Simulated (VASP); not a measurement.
Crystal: NbC2.

```
Nb C
1.0
     3.75828    0.00000    0.00000
     0.00000    3.75828    0.00000
     0.00000    0.00000    3.59470
Nb C
1 2
Direct
  0.50000 0.50000 0.42378
  0.50000 0.00000 0.09097
  0.00000 0.50000 0.09097
```

| Property | Result |
| --- | --- |
| Program | VASP 6.6.1 |
| Task | relaxation of cell and atoms |
| Functional | PBE |
| Potentials or basis | VASP PAW PBE potentials, release 64 (Nb_sv, C) |
| Cutoff | 600 eV |
| k mesh | 5 × 5 × 5 |
| Occupations | gaussian, width 0.2 eV |
| Spin | no spin polarisation |

At the start: pressure -29.0 GPa; volume 16.92 Å³/atom.

Q: Where does the relaxation end?

A: Over 20 steps the energy falls by 962.8 meV/atom and the volume is 10.59 Å³/atom (-37.4 %); space group P4/mmm (No. 123, to 0.05 Å).

The path:
| step | energy change (eV) | largest force (eV/Å) | pressure (GPa) | volume (Å³) |
| --- | --- | --- | --- | --- |
| 1 | 0.0000 | 1.7659 | -28.99 | 50.77 |
| 2 | 0.4991 | 11.2948 | 71.82 | 31.40 |
| 3 | -1.3253 | 2.6947 | -4.52 | 40.26 |
| 4 | -1.3287 | 2.8954 | -3.10 | 39.95 |
| 5 | -1.9117 | 3.0250 | 0.12 | 36.21 |
| 6 | -1.5262 | 1.4394 | 42.33 | 30.02 |
| 7 | -2.0130 | 3.5073 | 8.54 | 34.20 |
| 8 | -2.0011 | 2.9444 | 19.86 | 32.25 |
| 9 | -2.0385 | 3.3038 | 14.35 | 33.05 |
| 10 | -2.2934 | 1.9433 | 10.45 | 32.69 |
| 11 | -2.4209 | 0.0847 | 10.77 | 32.19 |
| 12 | -2.6421 | 0.3027 | 1.86 | 32.89 |
| 13 | -2.7512 | 0.4482 | -7.58 | 33.78 |
| 14 | -2.7530 | 0.4605 | -8.63 | 33.89 |
| 15 | -2.8111 | 0.4701 | -5.14 | 33.15 |
| 16 | -2.8699 | 0.4070 | 6.16 | 31.19 |
| 17 | -2.8724 | 0.4405 | 3.83 | 31.55 |
| 18 | -2.8877 | 0.1340 | 1.05 | 31.67 |
| 19 | -2.8878 | 0.1017 | 0.77 | 31.68 |
| 20 | -2.8885 | 0.0637 | 0.20 | 31.78 |

Final structure:
```
Nb C
1.0
     3.17997    0.00000    0.00000
     0.00000    3.17997    0.00000
     0.00000    0.00000    3.14225
Nb C
1 2
Direct
  0.50000 0.50000 0.53605
  0.50000 0.00000 0.03484
  0.00000 0.50000 0.03484
```

Caveat: the volume moved by over 15 % at a fixed basis, so the end points are rough; the relaxation stopped at a loose force limit of 0.08 eV/Å, so its end isn't a converged minimum.
